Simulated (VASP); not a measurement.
# Bi (P6_3/mmc) in VASP: a series of runs, part 2 of 2

VASP 6.6.1.

### Step 3. Single point, r2SCAN

This run uses another cell than the first one, of 41.50 Å³/atom.

POSCAR

```
Bi
1.0
    5.2863700871      0.0000000000      0.0000000000
   -2.6431850436      4.5781307892      0.0000000000
    0.0000000000      0.0000000000      6.8596497183
Bi
4
Direct
    0.0000000000      0.0000000000      0.2500000000
    0.0000000000      0.0000000000      0.7500000000
    0.3333333333      0.6666666667      0.7500000000
    0.6666666667      0.3333333333      0.2500000000
```

INCAR.step1

```
  PREC = Accurate
  ENCUT = 520
  ISMEAR = 0
  SIGMA = 0.1
  LREAL = F
  LASPH = T
  NELM = 60
  NBANDS = 38
  GGA = PE
  ALGO = Normal
  EDIFF = 1E-4
  LWAVE = T
  LCHARG = F
```

INCAR.step2

```
  PREC = Accurate
  ENCUT = 520
  EDIFF = 1E-7
  ISMEAR = 0
  SIGMA = 0.1
  LREAL = F
  LASPH = T
  NELM = 60
  ALGO = Normal
  ISIF = 2
  LWAVE = F
  LCHARG = T
  METAGGA = R2SCAN
  LMIXTAU = T
  LELF = T
  LVHAR = T
  NBANDS = 38
  ISTART = 1
```

KPOINTS

```
regular mesh
0
Gamma
  6 6 2
```

Potentials or basis: VASP PAW PBE potentials, release 64 (Bi_d).

The run is started by

```sh
$ cat potpaw_PBE.64/Bi_d/POTCAR > POTCAR
$ cp INCAR.step1 INCAR
$ mpirun -np 1 vasp_std > vasp.out
$ cp INCAR.step2 INCAR
$ mpirun -np 1 vasp_std > vasp.out
```

OUTCAR:

```text
PREC = Accurate
   ENCUT = 520
   EDIFF = 1E-7
   ISMEAR = 0
   LREAL = F
   LASPH = T
   NELM = 60
   ISIF = 2
   METAGGA = R2SCAN
   ISTART = 1

 ion  position               nearest neighbor table
   1  0.000  0.000  0.250-   4 3.05   4 3.05   4 3.05   2 3.43   2 3.43
   2  0.000  0.000  0.750-   3 3.05   3 3.05   3 3.05   1 3.43   1 3.43
   3  0.333  0.667  0.750-   2 3.05   2 3.05   2 3.05
   4  0.667  0.333  0.250-   1 3.05   1 3.05   1 3.05

[... 762 lines left out ...]

  FORCE on cell =-STRESS in cart. coord.  units (eV):
  Direction    XX          YY          ZZ          XY          YZ          ZX
  --------------------------------------------------------------------------------------
  -------------------------------------------------------------------------------------
  Total        0.1205609      0.1205609      0.0998057     -0.0000000     -0.0000000     -0.0000000
  in kB        1.1635083      1.1635083      0.9632039     -0.0000000     -0.0000000     -0.0000000
  external PRESSURE =       1.0967402 kB  Pullay stress =       0.0000000 kB

 VOLUME and BASIS-vectors are now :
 -----------------------------------------------------------------------------
  energy-cutoff  :      520.00
  volume of cell :      166.02
      direct lattice vectors                 reciprocal lattice vectors
     5.286370087  0.000000000  0.000000000     0.189165719  0.109214879  0.000000000
    -2.643185044  4.578130789  0.000000000     0.000000000  0.218429758  0.000000000
     0.000000000  0.000000000  6.859649718     0.000000000  0.000000000  0.145780038

 POSITION                                       TOTAL-FORCE (eV/Angst)
 -----------------------------------------------------------------------------------
      0.00000      0.00000      1.71491        -0.000000     -0.000000     -0.000000
      0.00000      0.00000      5.14474         0.000000      0.000000     -0.000000
     -0.00000      3.05209      5.14474         0.000000     -0.000000      0.000000
      2.64319      1.52604      1.71491        -0.000000      0.000000      0.000000
 -----------------------------------------------------------------------------------
    total drift:                                0.000000     -0.000000      0.000000

  FREE ENERGIE OF THE ION-ELECTRON SYSTEM (eV)
  ---------------------------------------------------
  free  energy   TOTEN  =      -232.4787999702 eV

  energy  without entropy=     -232.4708159480  energy(sigma->0) =     -232.47480796
```

It took 10 min on 1 thread of Intel Xeon 8259CL, shared host; peak memory 0.34 GiB.

Results:

```yaml
Free_energy: -232.4788 eV
Pressure: 0.1 GPa
Band_gap_on_the_k_mesh: zero (bands 30 and 31 overlap by 0.70 eV)
```

Caveat: the k points lie up to 0.46 Å⁻¹ apart, too coarse for converged energies and pressures of a metal; the PAW data sets were made with another functional, which shifts forces and pressure a little; spin-orbit coupling is left out, which moves the levels of the heavy elements.

### Step 4. Single point, r2SCAN

This run uses another cell than the first one, of 40.25 Å³/atom.

POSCAR

```
Bi
1.0
    5.3270175292      0.0000000000      0.0000000000
   -2.6635087646      4.6133325067      0.0000000000
    0.0000000000      0.0000000000      6.5519689014
Bi
4
Direct
    0.0000000000      0.0000000000      0.2500000000
    0.0000000000      0.0000000000      0.7500000000
    0.3333333333      0.6666666667      0.7500000000
    0.6666666667      0.3333333333      0.2500000000
```

INCAR.step1

```
ALGO = Normal
EDIFF = 1E-4
ENCUT = 520
GGA = PE
ISMEAR = 0
LASPH = True
LCHARG = False
LREAL = False
LWAVE = True
NBANDS = 38
NELM = 100
PREC = Accurate
SIGMA = 0.1
```

INCAR.step2

```
ALGO = Normal
EDIFF = 1E-6
ENCUT = 520
ISIF = 2
ISMEAR = 0
ISTART = 1
LASPH = True
LCHARG = False
LMIXTAU = True
LREAL = False
LWAVE = False
METAGGA = R2SCAN
NBANDS = 38
NELM = 100
PREC = Accurate
SIGMA = 0.1
```

KPOINTS

```
k-points
0
Gamma
  6 6 4
```

The run is started by

```sh
$ cat potpaw_PBE.64/Bi_d/POTCAR > POTCAR
$ cp INCAR.step1 INCAR
$ mpirun -np 1 vasp_std > vasp.out
$ cp INCAR.step2 INCAR
$ mpirun -np 1 vasp_std > vasp.out
```

Run time: 11 min. Hardware: 1 thread of Intel Xeon 8259CL, shared host; peak memory 0.34 GiB.

Results (log left out):

* Free energy: -232.5257 eV
* Pressure: 0.3 GPa
* Band gap on the k mesh: zero (bands 30 and 31 overlap by 0.49 eV)

Levels at points of the mesh, in eV from the Fermi level:
```csv
k point,band 28,band 29,band 30,band 31,band 32,band 33
"(0.00, 0.00, 0.00)",-1.94,-1.94,0.36,1.04,1.56,1.56
"(0.50, 0.00, 0.00)",-1.52,-1.36,-1.20,0.30,3.23,3.25
"(0.00, 0.00, 0.50)",-2.33,-1.72,-1.72,1.55,1.55,1.55
"(0.50, 0.00, 0.50)",-2.18,-0.38,-0.38,0.98,0.98,3.14
```

Caveat: the PAW data sets were made with another functional, which shifts forces and pressure a little; spin-orbit coupling is left out, which moves the levels of the heavy elements.

### Step 5. Single point, r2SCAN

This run uses another cell than the first one, of 45.97 Å³/atom.

POSCAR

```
Bi
1.0
    5.3445378093      0.0000000000      0.0000000000
   -2.6722689046      4.6285055143      0.0000000000
    0.0000000000      0.0000000000      7.4335105737
Bi
4
Direct
    0.3333333333      0.6666666667      0.4560285800
    0.6666666667      0.3333333333      0.9560285800
    0.6666666667      0.3333333333      0.5439714200
    0.3333333333      0.6666666667      0.0439714200
```

INCAR.step1

```
ALGO = Normal
EDIFF = 1E-4
ENCUT = 520
GGA = PE
ISMEAR = 0
LASPH = T
LCHARG = F
LREAL = F
LWAVE = T
NBANDS = 38
NELM = 100
PREC = Accurate
SIGMA = 0.1
```

INCAR.step2

```
ALGO = Normal
EDIFF = 1E-6
ENCUT = 520
ISIF = 2
ISMEAR = 0
ISTART = 1
LASPH = T
LCHARG = T
LELF = T
LMIXTAU = T
LREAL = F
LVHAR = T
LWAVE = F
METAGGA = R2SCAN
NBANDS = 38
NELM = 100
PREC = Accurate
SIGMA = 0.1
```

KPOINTS

```
k-points
0
Gamma
  6 6 2
```

The run is started by

```sh
$ cat potpaw_PBE.64/Bi_d/POTCAR > POTCAR
$ cp INCAR.step1 INCAR
$ mpirun -np 1 vasp_std > vasp.out
$ cp INCAR.step2 INCAR
$ mpirun -np 1 vasp_std > vasp.out
```

Wall time 3.7 min (1 thread of AMD EPYC 9R45 (Zen 5), shared host); peak memory 0.31 GiB.

The run converged, but its numbers aren't listed here, since they failed a check.

Caveat: the k points lie up to 0.42 Å⁻¹ apart; the mesh shows a gap though the element is a metal; the PAW data sets were made with another functional, which shifts forces and pressure a little; spin-orbit coupling is left out, which moves the levels of the heavy elements.

### Step 6. Single point, r2SCAN

This run uses another cell than the first one, of 34.92 Å³/atom.

POSCAR

```
Bi
1.0
    4.6066306292      0.0000000000      0.0000000000
   -2.3033153146      3.9894591508      0.0000000000
    0.0000000000      0.0000000000      7.6009405382
Bi
4
Direct
    0.3333333333      0.6666666667      0.4375000000
    0.6666666667      0.3333333333      0.9375000000
    0.6666666667      0.3333333333      0.5625000000
    0.3333333333      0.6666666667      0.0625000000
```

INCAR.step1

```
SYSTEM = Bi
ALGO = Normal ; EDIFF = 1E-4
ENCUT = 520 ; GGA = PE
ISMEAR = 0 ; LASPH = .True.
LCHARG = .False. ; LREAL = .False.
LWAVE = .True. ; NBANDS = 38
NELM = 100 ; PREC = Accurate
SIGMA = 0.1
```

INCAR.step2

```
SYSTEM = Bi
ALGO = Normal ; EDIFF = 1E-6
ENCUT = 520 ; ISIF = 2
ISMEAR = 0 ; ISTART = 1
LASPH = .True. ; LCHARG = .False.
LMIXTAU = .True. ; LREAL = .False.
LWAVE = .False. ; METAGGA = R2SCAN
NBANDS = 38 ; NELM = 100
PREC = Accurate ; SIGMA = 0.1
```

KPOINTS

```
k-points
0
Gamma
  6 6 4
  0 0 0
```

Potentials or basis: VASP PAW PBE potentials, release 64 (Bi_d).

The run is started by

```sh
$ cat potpaw_PBE.64/Bi_d/POTCAR > POTCAR
$ cp INCAR.step1 INCAR
$ mpirun -np 1 vasp_std > vasp.out
$ cp INCAR.step2 INCAR
$ mpirun -np 1 vasp_std > vasp.out
```

OUTCAR:

```text
SYSTEM = Bi
   EDIFF = 1E-6
   ENCUT = 520
   ISIF = 2
   ISMEAR = 0
   ISTART = 1
   LASPH = .True.
   LREAL = .False.
   METAGGA = R2SCAN
   NELM = 100
   PREC = Accurate

 ion  position               nearest neighbor table
   1  0.333  0.667  0.438-   3 2.82   3 2.82   3 2.82   4 2.85
   2  0.667  0.333  0.938-   4 2.82   4 2.82   4 2.82   3 2.85
   3  0.667  0.333  0.562-   1 2.82   1 2.82   1 2.82   2 2.85
   4  0.333  0.667  0.062-   2 2.82   2 2.82   2 2.82   1 2.85

  LATTYP: Found a hexagonal cell.
 ALAT       =     4.6066306292
 C/A-ratio  =     1.6500000000

  Lattice vectors:

 A1 = (   4.6066306292,   0.0000000000,   0.0000000000)
 A2 = (  -2.3033153146,   3.9894591508,   0.0000000000)
 A3 = (   0.0000000000,   0.0000000000,   7.6009405382)

Analysis of symmetry for initial positions (statically):
=====================================================================
 Subroutine PRICEL returns:
 Original cell was already a primitive cell.

 Routine SETGRP: Setting up the symmetry group for a
 hexagonal supercell.

 Subroutine GETGRP returns: Found 24 space group operations
[... 166 lines left out ...]
  energy without entropy =     -231.22104160  energy(sigma->0) =     -231.22392206

 E-fermi :   7.4361     XC(G=0): -10.0054

 val. band max:        6.9027203343   @ k =   0.3333   0.1667   0.0000
 cond. band min:       7.4372874073   @ k =   0.0000   0.0000   0.0000
 fundamental gap:      0.5345670730
 Fermi energy:         7.4361189502

 k-point     1 :       0.0000    0.0000    0.0000
  band No.  band energies     occupation
      1     -17.4660      2.00000
      2     -17.4660      2.00000
      3     -17.3893      2.00000
      4     -17.3893      2.00000
      5     -17.3727      2.00000
      6     -17.3426      2.00000
[... 850 lines left out ...]
     37      12.5712      0.00000
     38      12.5712      0.00000

------------------------ aborting loop because EDIFF is reached ----------------------------------------

  FORCE on cell =-STRESS in cart. coord.  units (eV):
  Direction    XX          YY          ZZ          XY          YZ          ZX
  --------------------------------------------------------------------------------------
  -------------------------------------------------------------------------------------
  Total       17.3105831     17.3105831     14.4147507      0.0000000      0.0000000      0.0000000
  in kB      198.5443492    198.5443492    165.3304964      0.0000000      0.0000000      0.0000000
  external PRESSURE =     187.4730649 kB  Pullay stress =       0.0000000 kB

 VOLUME and BASIS-vectors are now :
 -----------------------------------------------------------------------------
  energy-cutoff  :      520.00
  volume of cell :      139.69
      direct lattice vectors                 reciprocal lattice vectors
     4.606630629  0.000000000  0.000000000     0.217078399  0.125330272  0.000000000
    -2.303315315  3.989459151  0.000000000     0.000000000  0.250660544  0.000000000
     0.000000000  0.000000000  7.600940538     0.000000000  0.000000000  0.131562666

 POSITION                                       TOTAL-FORCE (eV/Angst)
 -----------------------------------------------------------------------------------
     -0.00000      2.65964      3.32541        -0.000000      0.000000     -0.372626
      2.30332      1.32982      7.12588         0.000000      0.000000     -0.372626
      2.30332      1.32982      4.27553         0.000000     -0.000000      0.372626
     -0.00000      2.65964      0.47506        -0.000000      0.000000      0.372626
 -----------------------------------------------------------------------------------
    total drift:                                0.000000     -0.000000      0.000000

  FREE ENERGIE OF THE ION-ELECTRON SYSTEM (eV)
  ---------------------------------------------------
  free  energy   TOTEN  =      -231.2268025172 eV

  energy  without entropy=     -231.2210416017  energy(sigma->0) =     -231.22392206
```

OUTCAR.step1:

```text
SYSTEM = Bi
   EDIFF = 1E-4
   ENCUT = 520
   GGA = PE
   ISMEAR = 0
   LASPH = .True.
   LREAL = .False.
   NELM = 100
[... 1085 lines left out ...]
      2.30332      1.32982      7.12588         0.000000     -0.000000     -0.330586
      2.30332      1.32982      4.27553         0.000000     -0.000000      0.330586
     -0.00000      2.65964      0.47506        -0.000000      0.000000      0.330586
 -----------------------------------------------------------------------------------
    total drift:                                0.000000     -0.000000      0.000000

  FREE ENERGIE OF THE ION-ELECTRON SYSTEM (eV)
  ---------------------------------------------------
  free  energy   TOTEN  =       -12.7407110756 eV

  energy  without entropy=      -12.7347630088  energy(sigma->0) =      -12.73773704
```

OSZICAR.step1:

```text
N       E                     dE             d eps       ncg     rms          rms(c)
DAV:   1     0.734187604892E+03    0.73419E+03   -0.31566E+04  1602   0.192E+03
DAV:   2     0.724395252800E+02   -0.66175E+03   -0.64949E+03  1602   0.548E+02
DAV:   3    -0.878481657382E+01   -0.81224E+02   -0.79034E+02  1928   0.204E+02
DAV:   4    -0.126695892411E+02   -0.38848E+01   -0.38721E+01  1836   0.476E+01
DAV:   5    -0.128626199476E+02   -0.19303E+00   -0.19302E+00  2172   0.960E+00    0.217E+00
DAV:   6    -0.127802229367E+02    0.82397E-01   -0.83943E-02  2190   0.163E+00    0.127E+00
DAV:   7    -0.127397981449E+02    0.40425E-01   -0.79072E-02  1922   0.147E+00    0.179E-01
DAV:   8    -0.127404788377E+02   -0.68069E-03   -0.39508E-03  1842   0.361E-01    0.971E-02
DAV:   9    -0.127407168911E+02   -0.23805E-03   -0.43149E-04  1442   0.103E-01    0.235E-02
DAV:  10    -0.127407110756E+02    0.58155E-05   -0.34916E-05  1086   0.463E-02
   1 F= -.12740711E+02 E0= -.12737737E+02  d E =-.594807E-02
```

Run time: 5 min. Hardware: 1 thread of AMD EPYC 9R45 (Zen 5), shared host; peak memory 0.29 GiB.

What came out:

```yaml
Free_energy: -231.2268 eV
Pressure: 18.7 GPa
Largest_force: 0.373 eV/Å
Band_gap_on_the_k_mesh: zero (bands 30 and 31 overlap by 0.37 eV)
```

Forces in eV/Å, atoms in the order of the input:
```
Bi   0.000  0.000 -0.373
Bi   0.000  0.000 -0.373
Bi   0.000  0.000  0.373
Bi   0.000  0.000  0.373
```

Levels at points of the mesh, in eV from the Fermi level:
```csv
k point,band 27,band 28,band 29,band 30,band 31,band 32,band 33,band 34
"(0.00, 0.00, 0.00)",-3.73,-2.55,-2.42,-2.42,0.00,0.00,0.24,1.91
"(0.50, 0.00, 0.00)",-4.56,-3.77,-2.07,-1.77,1.40,1.52,1.69,1.70
"(0.00, 0.00, 0.50)",-3.21,-3.21,-3.04,-3.04,0.99,0.99,0.99,0.99
"(0.50, 0.00, 0.50)",-4.51,-4.51,-2.39,-2.39,0.08,0.08,3.30,3.30
```

Caveat: the cell stands under pressure; the PAW data sets were made with another functional, which shifts forces and pressure a little; spin-orbit coupling is left out, which moves the levels of the heavy elements.

### Step 7. Summary

| cell | k mesh | gap on the mesh (eV) | pressure (GPa) |
| --- | --- | --- | --- |
| a = 3.974, b = 3.974, c = 10.823 Å, angles 90.0, 90.0, 120.0°, 4 atoms, atomic positions A | 6 × 6 × 2 | none | 72.5 |
| a = 5.286, b = 5.286, c = 6.860 Å, angles 90.0, 90.0, 120.0°, 4 atoms, atomic positions A | 6 × 6 × 2 | none | 0.1 |
| a = 5.327, b = 5.327, c = 6.552 Å, angles 90.0, 90.0, 120.0°, 4 atoms, atomic positions A | 6 × 6 × 4 | none | 0.3 |
| a = 4.607, b = 4.607, c = 7.601 Å, angles 90.0, 90.0, 120.0°, 4 atoms, atomic positions B | 6 × 6 × 4 | none | 18.7 |

Alike in all rows: task single point; level r2SCAN; potentials or basis VASP PAW PBE potentials, release 64 (Bi_d); no spin polarisation; cutoff (eV) 520; smearing gaussian 0.1 eV.

Caveats: some runs use coarse meshes; the PAW data sets were made with another functional, which shifts forces and pressure a little; spin-orbit coupling is left out, which moves the levels of the heavy elements; the stress differs along the axes, from -1 to 109 GPa (at least some runs); the cell stands under pressure (at least some runs).

Absolute energies hang on the potentials; compare differences alone.

The gap in the log of VASP goes by the Fermi energy; the results here count the filled bands.